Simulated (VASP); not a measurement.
# CuI (F-43m) in VASP: further runs

CuI is run at these levels: PBEsol; tasks: single point, relaxation of cell and atoms.

Everything below comes from runs of VASP 6.6.1. Logs are shortened: lines on timing, memory, paths and dates and some standing lists are left out, and cuts for length are marked.

## (1) The cell of the first run

The structure is cubic, space group F-43m (No. 216). The conventional cell has a = 5.807 Å, b = 5.807 Å, c = 5.807 Å, α = 90.00°, β = 90.00°, γ = 90.00°. Within 3.3 Å of Cu (site symmetry -43m) lie 4 I at 2.51 Å. Within 3.3 Å of I (site symmetry -43m) lie 4 Cu at 2.51 Å.

## (2) Single point, PBEsol

The input, INCAR:

```
SYSTEM = CuI
ALGO = Normal ; EDIFF = 1E-7
ENCUT = 520 ; GGA = PS
ISIF = 2 ; ISMEAR = 0
LASPH = .True. ; LCHARG = .False.
LREAL = .False. ; LWAVE = .False.
NBANDS = 16 ; NELM = 60
PREC = Accurate ; SIGMA = 0.01
```

The input, KPOINTS:

```
k-points
0
Gamma
  6 6 6
  0 0 0
```

The input, POSCAR:

```
CuI
1.0
    2.9036390817      2.9036390817      0.0000000000
   -2.9036390817      2.9036390817      0.0000000000
    0.0000000000      2.9036390817      2.9036390817
Cu I
1 1
Direct
    0.7500000000      0.2500000000      0.5000000000
    0.0000000000      0.0000000000      0.0000000000
```

Potentials or basis: VASP PAW PBE potentials, release 64 (Cu, I).

On the command line:

```sh
$ cat potpaw_PBE.64/Cu/POTCAR potpaw_PBE.64/I/POTCAR > POTCAR
$ mpirun -np 1 vasp_std > vasp.out
```

OUTCAR:

```text
SYSTEM = CuI
   EDIFF = 1E-7
   ENCUT = 520
   GGA = PS
   ISIF = 2
   ISMEAR = 0
   LASPH = .True.
   LREAL = .False.
   NELM = 60
   PREC = Accurate

 ion  position               nearest neighbor table
   1  0.750  0.250  0.500-   2 2.51   2 2.51   2 2.51   2 2.51
   2  0.000  0.000  0.000-   1 2.51   1 2.51   1 2.51   1 2.51

  LATTYP: Found a face centered cubic cell.
 ALAT       =     5.8072781634

  Lattice vectors:

 A1 = (   0.0000000000,   2.9036390817,   2.9036390817)
 A2 = (   2.9036390817,   0.0000000000,   2.9036390817)
 A3 = (   2.9036390817,   2.9036390817,   0.0000000000)

Analysis of symmetry for initial positions (statically):
=====================================================================
 Subroutine PRICEL returns:
 Original cell was already a primitive cell.

 Routine SETGRP: Setting up the symmetry group for a
 face centered cubic supercell.

 Subroutine GETGRP returns: Found 24 space group operations
 (whereof 24 operations were pure point group operations)
 out of a pool of 48 trial point group operations.

The static configuration has the point symmetry T_d .

Analysis of symmetry for dynamics (positions and initial velocities):
=====================================================================
 Subroutine PRICEL returns:
 Original cell was already a primitive cell.

 Routine SETGRP: Setting up the symmetry group for a
 face centered cubic supercell.

 Subroutine GETGRP returns: Found 24 space group operations
 (whereof 24 operations were pure point group operations)
 out of a pool of 48 trial point group operations.

The dynamic configuration has the point symmetry T_d .

 Subroutine INISYM returns: Found 24 space group operations
 (whereof 24 operations are pure point group operations),
 and found     1 'primitive' translations

----------------------------------------------------------------------------------------

                                     Primitive cell

  volume of cell :      48.9619

  direct lattice vectors                    reciprocal lattice vectors
     2.903639082  2.903639082  0.000000000     0.172197710  0.172197710 -0.172197710
    -2.903639082  2.903639082  0.000000000    -0.172197710  0.172197710 -0.172197710
     0.000000000  2.903639082  2.903639082     0.000000000  0.000000000  0.344395420

  length of vectors
     4.106365770  4.106365770  4.106365770     0.298255182  0.298255182  0.344395420

[... 70 lines left out ...]
   NELM   =     60;   NELMIN=  2; NELMDL= -5     # of ELM steps
   EDIFF  = 0.1E-06   stopping-criterion for ELM
   LREAL  =      F    real-space projection
   EDIFFG = 0.1E-05   stopping-criterion for IOM
   NSW    =      0    number of steps for IOM
   IBRION =     -1    ionic relax: 0-MD 1-quasi-New 2-CG
   NFREE  =      0    steps in history (QN), initial steepest desc. (CG)
   ISIF   =      2    stress and relaxation
   ISYM   =      2    0-nonsym 1-usesym 2-fastsym
   POTIM  = 0.5000    time-step for ionic-motion
   TEBEG  =    0.0;   TEEND  =   0.0 temperature during run
   PSTRESS=    0.0 pullay stress
   NELECT =      18.0000    total number of electrons
   NUPDOWN=      -1.0000    fix difference up-down
   EMIN   =  10.00;   EMAX   =-10.00  energy-range for DOS
   EFERMI =   0.00;   METHOD = LEGACY
   ISMEAR =     0;   SIGMA  =   0.01  broadening in eV -4-tet -1-fermi 0-gaus
   EFERMI_NEDOS =   21; number of points for ismear=-14 and -15
   IALGO  =     38    algorithm
   IMIX   =      4    mixing-type and parameters
     AMIX     =   0.40;   BMIX     =  1.00
     AMIX_MAG =   1.60;   BMIX_MAG =  1.00
  volume/ion in A,a.u.               =      24.48       165.21
  Fermi-wavevector in a.u.,A,eV,Ry     =   1.172771  2.216215 18.713326  1.375391
  Thomas-Fermi vector in A             =   2.309194
   LORBIT       =      0    0 simple, 1 ext, 2 COOP (PROOUT), +10 PAW based schemes
   GGA     = PS    functional components
   LHFCALC =     F    Hartree Fock is set to
   AEXX    =    0.0000 exact exchange contribution
   IVDW    =     0    specifies the selected vdW correction
   LEPSILON=     F    determine dielectric tensor
   LRPA    =     F    only Hartree local field effects (RPA)
 non-spin polarized calculation
 Gauss-broadening in eV      SIGMA  =   0.01
  energy-cutoff  :      520.00
  volume of cell :       48.96
 maximum number of plane-waves:      1363
 NGX is ok and might be reduce to    32
   NGX = 15   NGY = 15   NGZ = 15

 number of electron      17.9999998 magnetization

 Free energy of the ion-electron system (eV)
  ---------------------------------------------------
  ext. energy  EPLUGINS =         0.00000000
  ---------------------------------------------------
  free energy    TOTEN  =        -6.27423864 eV

  energy without entropy =       -6.27423864  energy(sigma->0) =       -6.27423864

 E-fermi :   5.9135     XC(G=0):  -9.7449

 val. band max:        5.7848826895   @ k =   0.0000   0.0000   0.0000
 cond. band min:       7.1849590147   @ k =   0.0000   0.0000   0.0000
 fundamental gap:      1.4000763252
 Fermi energy:         5.9135121472

 k-point     1 :       0.0000    0.0000    0.0000
  band No.  band energies     occupation
      1      -8.9965      2.00000
      2       1.4899      2.00000
      3       1.4899      2.00000
      4       1.4899      2.00000
      5       3.3063      2.00000
      6       3.3063      2.00000
[... 281 lines left out ...]
      3       0.8146      2.00000
      4       1.3809      2.00000
      5       3.2094      2.00000
      6       3.2526      2.00000
[... 8 lines left out ...]
     15      17.8625      0.00000
     16      18.3301      0.00000

------------------------ aborting loop because EDIFF is reached ----------------------------------------

  FORCE on cell =-STRESS in cart. coord.  units (eV):
  Direction    XX          YY          ZZ          XY          YZ          ZX
  --------------------------------------------------------------------------------------
  -------------------------------------------------------------------------------------
  Total        1.2593091      1.2593091      1.2593091      0.0000000      0.0000000     -0.0000000
  in kB       41.2083298     41.2083298     41.2083298      0.0000000      0.0000000     -0.0000000
  external PRESSURE =      41.2083298 kB  Pullay stress =       0.0000000 kB

 VOLUME and BASIS-vectors are now :
 -----------------------------------------------------------------------------
  energy-cutoff  :      520.00
  volume of cell :       48.96
      direct lattice vectors                 reciprocal lattice vectors
     2.903639082  2.903639082  0.000000000     0.172197710  0.172197710 -0.172197710
    -2.903639082  2.903639082  0.000000000    -0.172197710  0.172197710 -0.172197710
     0.000000000  2.903639082  2.903639082     0.000000000  0.000000000  0.344395420

 POSITION                                       TOTAL-FORCE (eV/Angst)
 -----------------------------------------------------------------------------------
      1.45182      4.35546      1.45182         0.000000      0.000000      0.000000
      0.00000      0.00000      0.00000        -0.000000     -0.000000      0.000000
 -----------------------------------------------------------------------------------
    total drift:                                0.000000     -0.000000      0.000000

  FREE ENERGIE OF THE ION-ELECTRON SYSTEM (eV)
  ---------------------------------------------------
  free  energy   TOTEN  =        -6.2742386400 eV

  energy  without entropy=       -6.2742386400  energy(sigma->0) =       -6.27423864
```

OSZICAR:

```text
N       E                     dE             d eps       ncg     rms          rms(c)
DAV:   1     0.919615497656E+02    0.91962E+02   -0.74931E+03   512   0.120E+03
DAV:   2    -0.107006888288E+01   -0.93032E+02   -0.86021E+02   568   0.234E+02
DAV:   3    -0.652345263508E+01   -0.54534E+01   -0.53778E+01   672   0.587E+01
DAV:   4    -0.666789872814E+01   -0.14445E+00   -0.14439E+00   608   0.904E+00
DAV:   5    -0.667574512994E+01   -0.78464E-02   -0.78462E-02   800   0.234E+00    0.689E+00
DAV:   6    -0.656872375532E+01    0.10702E+00   -0.48028E+00   512   0.625E+01    0.446E+00
DAV:   7    -0.627911419230E+01    0.28961E+00   -0.11375E+00   584   0.381E+01    0.197E+00
DAV:   8    -0.627946833796E+01   -0.35415E-03   -0.70392E-02   800   0.482E+00    0.699E-01
DAV:   9    -0.627422227769E+01    0.52461E-02   -0.16917E-02   648   0.389E+00    0.257E-01
DAV:  10    -0.627433294589E+01   -0.11067E-03   -0.86368E-04   680   0.229E-01    0.197E-01
DAV:  11    -0.627422861565E+01    0.10433E-03   -0.35379E-04   664   0.632E-01    0.306E-02
DAV:  12    -0.627424047893E+01   -0.11863E-04   -0.11423E-04   832   0.174E-01    0.453E-02
DAV:  13    -0.627424064439E+01   -0.16546E-06   -0.31826E-06   568   0.122E-02    0.427E-02
DAV:  14    -0.627423939577E+01    0.12486E-05   -0.18876E-06   816   0.290E-02    0.812E-03
DAV:  15    -0.627423891586E+01    0.47990E-06   -0.15749E-06   856   0.336E-02    0.135E-02
DAV:  16    -0.627423866319E+01    0.25267E-06   -0.21784E-07   448   0.107E-02    0.456E-03
DAV:  17    -0.627423863999E+01    0.23209E-07   -0.72479E-08   376   0.755E-03
   1 F= -.62742386E+01 E0= -.62742386E+01  d E =-.108897E-75
```

stdout:

```text
POSCAR found type information on POSCAR CuI
 POSCAR found :  2 types and       2 ions
 scaLAPACK will be used
 -----------------------------------------------------------------------------
|                                                                             |
|                                                                             |
|     You enforced a specific xc type in the INCAR file but a different       |
|     I HOPE YOU KNOW WHAT YOU ARE DOING!                                     |
|                                                                             |
 -----------------------------------------------------------------------------

 LDA part: xc-table for (Slater+PW92), standard interpolation
 POSCAR, INCAR and KPOINTS ok, starting setup
 FFT: planning ... GRIDC
 FFT: planning ... GRID_SOFT
 FFT: planning ... GRID
 WAVECAR not read
 entering main loop
```

Run time: 26 s. Hardware: 1 thread of Intel Xeon 8259CL, shared host; peak memory 0.18 GiB.

Results:

- Free energy: -6.2742 eV
- Pressure: 4.1 GPa
- Band gap on the k mesh: 1.40 eV

Levels at points of the mesh, in eV from the valence-band top:
```tsv
k point	band 5	band 6	band 7	band 8	band 9	band 10	band 11	band 12	band 13	band 14
(0.00, 0.00, 0.00)	-2.48	-2.48	0.00	0.00	0.00	1.40	4.67	4.67	4.67	8.20
(0.50, 0.00, 0.00)	-2.45	-2.45	-2.39	-0.95	-0.95	2.18	5.25	5.25	7.37	9.63
(0.50, 0.50, 0.00)	-2.54	-2.39	-2.37	-2.03	-2.03	2.32	2.73	10.04	10.40	10.40
```

Caveat: the cell stands under pressure; the PAW data sets were made with another functional, which shifts forces and pressure a little; spin-orbit coupling is left out, which moves the levels of the heavy elements.

## (3) Single point, PBEsol

This run uses another cell than the first one, of 27.41 Å³/atom.

The input, INCAR:

```
SYSTEM = CuI
PREC = Accurate ; ENCUT = 520
EDIFF = 1E-6 ; ISMEAR = 0
SIGMA = 0.01 ; LREAL = .FALSE.
LASPH = .TRUE. ; NELM = 60
ALGO = Normal ; ISIF = 2
LWAVE = .FALSE. ; LCHARG = .FALSE.
GGA = PS ; NBANDS = 16
```

The input, KPOINTS:

```
regular mesh
0
G
  6 6 6
  0 0 0
```

The input, POSCAR:

```
CuI
1.0
    3.0152293324      3.0152293324      0.0000000000
   -3.0152293324      3.0152293324      0.0000000000
    0.0000000000      3.0152293324      3.0152293324
Cu I
1 1
Direct
    0.7500000000      0.2500000000      0.5000000000
    0.0000000000      0.0000000000      0.0000000000
```

Potentials or basis: VASP PAW PBE potentials, release 64 (Cu, I).

On the command line:

```sh
$ cat potpaw_PBE.64/Cu/POTCAR potpaw_PBE.64/I/POTCAR > POTCAR
$ mpirun -np 1 vasp_std > vasp.out
```

Wall time 20 s (1 thread of Intel Xeon 8259CL, shared host); peak memory 0.18 GiB.

Results (log left out):

- Free energy: -6.3040 eV
- Pressure: -1.5 GPa
- Band gap on the k mesh: 1.07 eV

Levels at points of the mesh, in eV from the valence-band top:
| k point | band 5 | band 6 | band 7 | band 8 | band 9 | band 10 | band 11 | band 12 | band 13 | band 14 |
| --- | --- | --- | --- | --- | --- | --- | --- | --- | --- | --- |
| (0.00, 0.00, 0.00) | -1.94 | -1.94 | 0.00 | 0.00 | 0.00 | 1.07 | 4.81 | 4.81 | 4.81 | 8.06 |
| (0.50, 0.00, 0.00) | -1.91 | -1.91 | -1.87 | -0.74 | -0.74 | 2.09 | 5.35 | 5.35 | 7.28 | 9.06 |
| (0.50, 0.50, 0.00) | -1.98 | -1.88 | -1.85 | -1.57 | -1.57 | 2.57 | 2.84 | 9.19 | 9.79 | 9.79 |

Caveat: the PAW data sets were made with another functional, which shifts forces and pressure a little; spin-orbit coupling is left out, which moves the levels of the heavy elements.

## (4) Single point, PBEsol

This run uses another cell than the first one, of 26.19 Å³/atom.

The input, INCAR:

```
SYSTEM = CuI
ALGO = Normal ; EDIFF = 1E-6
ENCUT = 520 ; GGA = PS
ISIF = 2 ; ISMEAR = -1
LASPH = .True. ; LCHARG = .False.
LREAL = .False. ; LWAVE = .False.
NBANDS = 16 ; NELM = 80
PREC = Accurate ; SIGMA = 0.1
```

The input, KPOINTS:

```
k-points
0
Gamma
  10 10 10
  0 0 0
```

The input, POSCAR:

```
CuI
1.0
    2.9695406952      2.9695406952      0.0000000000
   -2.9695406952      2.9695406952      0.0000000000
    0.0000000000      2.9695406952      2.9695406952
Cu I
1 1
Direct
    0.7500000000      0.2500000000      0.5000000000
    0.0000000000      0.0000000000      0.0000000000
```

Potentials or basis: VASP PAW PBE potentials, release 64 (Cu, I).

On the command line:

```sh
$ cat potpaw_PBE.64/Cu/POTCAR potpaw_PBE.64/I/POTCAR > POTCAR
$ mpirun -np 1 vasp_std > vasp.out
```

OUTCAR:

```text
SYSTEM = CuI
   EDIFF = 1E-6
   ENCUT = 520
   GGA = PS
   ISIF = 2
   ISMEAR = -1
   LASPH = .True.
   LREAL = .False.
   NELM = 80
   PREC = Accurate

 ion  position               nearest neighbor table
   1  0.750  0.250  0.500-   2 2.57   2 2.57   2 2.57   2 2.57
   2  0.000  0.000  0.000-   1 2.57   1 2.57   1 2.57   1 2.57

  LATTYP: Found a face centered cubic cell.
 ALAT       =     5.9390813904

  Lattice vectors:

 A1 = (   0.0000000000,   2.9695406952,   2.9695406952)
 A2 = (   2.9695406952,   0.0000000000,   2.9695406952)
 A3 = (   2.9695406952,   2.9695406952,   0.0000000000)

[... 623 lines left out ...]
      5       2.6896      2.00000
      6       2.8391      2.00000
[... 8 lines left out ...]
     15      14.8708      0.00000
     16      17.7539      0.00000

 [... further k-points ...]
[... 5 lines left out ...]
  --------------------------------------------------------------------------------------
  -------------------------------------------------------------------------------------
  Total        0.1500356      0.1500356      0.1500356     -0.0000000     -0.0000000     -0.0000000
  in kB        4.5899412      4.5899412      4.5899412     -0.0000000     -0.0000000     -0.0000000
  external PRESSURE =       4.5899412 kB  Pullay stress =       0.0000000 kB

 VOLUME and BASIS-vectors are now :
 -----------------------------------------------------------------------------
  energy-cutoff  :      520.00
  volume of cell :       52.37
      direct lattice vectors                 reciprocal lattice vectors
     2.969540695  2.969540695  0.000000000     0.168376207  0.168376207 -0.168376207
    -2.969540695  2.969540695  0.000000000    -0.168376207  0.168376207 -0.168376207
     0.000000000  2.969540695  2.969540695     0.000000000  0.000000000  0.336752415

 POSITION                                       TOTAL-FORCE (eV/Angst)
 -----------------------------------------------------------------------------------
      1.48477      4.45431      1.48477         0.000000     -0.000000      0.000000
      0.00000      0.00000      0.00000        -0.000000      0.000000      0.000000
 -----------------------------------------------------------------------------------
    total drift:                                0.000000     -0.000000     -0.000000

  FREE ENERGIE OF THE ION-ELECTRON SYSTEM (eV)
  ---------------------------------------------------
  free  energy   TOTEN  =        -6.3209330306 eV

  energy  without entropy=       -6.3209001217  energy(sigma->0) =       -6.32091658
```

It took 51 s on 1 thread of Intel Xeon 8259CL, shared host; peak memory 0.2 GiB.

Results:

- Free energy: -6.3209 eV
- Pressure: 0.5 GPa
- Band gap on the k mesh: 1.20 eV

Caveat: the PAW data sets were made with another functional, which shifts forces and pressure a little; spin-orbit coupling is left out, which moves the levels of the heavy elements.

## (5) Relaxation of cell and atoms, PBEsol, target pressure -2 GPa, at which the enthalpy is minimised

This run uses another cell than the first one, of 26.19 Å³/atom.

The input, INCAR:

```
SYSTEM = CuI
ALGO = Normal
EDIFF = 1E-6
EDIFFG = -0.002
ENCUT = 600
GGA = PS
IBRION = 2
ISIF = 3
ISMEAR = 0
LASPH = .True.
LCHARG = .False.
LREAL = .False.
LWAVE = .False.
NELM = 100
NSW = 100
PREC = Accurate
PSTRESS = -20.0
SIGMA = 0.01
```

The input, KPOINTS:

```
k-points
0
Gamma
  6 6 6
  0 0 0
```

POSCAR is that of step 4.

On the command line:

```sh
$ cat potpaw_PBE.64/Cu/POTCAR potpaw_PBE.64/I/POTCAR > POTCAR
$ mpirun -np 1 vasp_std > vasp.out
```

It took 64 s on 1 thread of Intel Xeon 8259CL, shared host; peak memory 0.21 GiB.

Results (log left out):

* Free energy: -6.3016 eV
* Relaxed volume: 27.51 Å³/atom
* Relaxed cell: a = 4.269 Å, b = 4.269 Å, c = 4.269 Å, α = 60.00°, β = 60.00°, γ = 90.00°
* Space group after relaxing (to 0.1 Å): F-43m (No. 216)
* Energy change on relaxing (the run minimises the enthalpy): +8.0 meV/atom
* Ionic steps: 4
* Pressure after relaxing: -2.0 GPa
* Band gap on the k mesh: 1.06 eV

Step by step:
| step | energy change (eV) | largest force (eV/Å) | pressure (GPa) | volume (Å³) |
| --- | --- | --- | --- | --- |
| 1 | 0.0000 | 0.0000 | 0.21 | 52.37 |
| 2 | 0.0179 | 0.0000 | -2.04 | 55.16 |
| 3 | 0.0170 | 0.0000 | -2.06 | 55.09 |
| 4 | 0.0161 | 0.0000 | -2.01 | 55.01 |

Final structure:
```yaml
crystal:
  lattice:
    - [3.01866, 3.01866, 0.00000]
    - [-3.01866, 3.01866, 0.00000]
    - [0.00000, 3.01866, 3.01866]
  atoms:
    - { symbol: Cu, position: [0.75000, 0.25000, 0.50000] }
    - { symbol: I, position: [0.00000, 0.00000, 0.00000] }
```

Levels at points of the mesh, in eV from the valence-band top:
```tsv
k point	band 5	band 6	band 7	band 8	band 9	band 10	band 11	band 12	band 13
(0.00, 0.00, 0.00)	-1.93	-1.93	0.00	0.00	0.00	1.06	4.81	4.81	4.81
(0.50, 0.00, 0.00)	-1.90	-1.90	-1.85	-0.74	-0.74	2.09	5.35	5.35	7.27
(0.50, 0.50, 0.00)	-1.96	-1.87	-1.84	-1.56	-1.56	2.58	2.84	9.16	9.77
```

Caveat: the cell is relaxed towards a set pressure, so the run minimises the enthalpy, not the energy; the PAW data sets were made with another functional, which shifts forces and pressure a little; spin-orbit coupling is left out, which moves the levels of the heavy elements.

## (6) Summary

```csv
task,cell,k mesh,cutoff (eV),smearing,gap on the mesh (eV),pressure (GPa)
single point,"a = 4.106 Å, angles 60.0, 60.0, 90.0°, 2 atoms",6 × 6 × 6,520,gaussian 0.01 eV,1.40,4.1
single point,"a = 4.264 Å, angles 60.0, 60.0, 90.0°, 2 atoms",6 × 6 × 6,520,gaussian 0.01 eV,1.07,-1.5
single point,"a = 4.200 Å, angles 60.0, 60.0, 90.0°, 2 atoms",10 × 10 × 10,520,fermi-dirac 0.1 eV,1.20,0.5
relaxation of cell and atoms,"relaxed to -2 GPa from a = 4.200 Å, angles 60.0, 60.0, 90.0°, 2 atoms",6 × 6 × 6,600,gaussian 0.01 eV,1.06,-2.0
```

Alike in all rows: level PBEsol; potentials or basis VASP PAW PBE potentials, release 64 (Cu, I); no spin polarisation.

Caveats: the PAW data sets were made with another functional, which shifts forces and pressure a little; spin-orbit coupling is left out, which moves the levels of the heavy elements; the cell stands under pressure (at least some runs); the cell is relaxed towards a set pressure, so the run minimises the enthalpy, not the energy (at least some runs).

Total energies depend on the potentials used, so only differences within one code and one set of settings carry meaning.
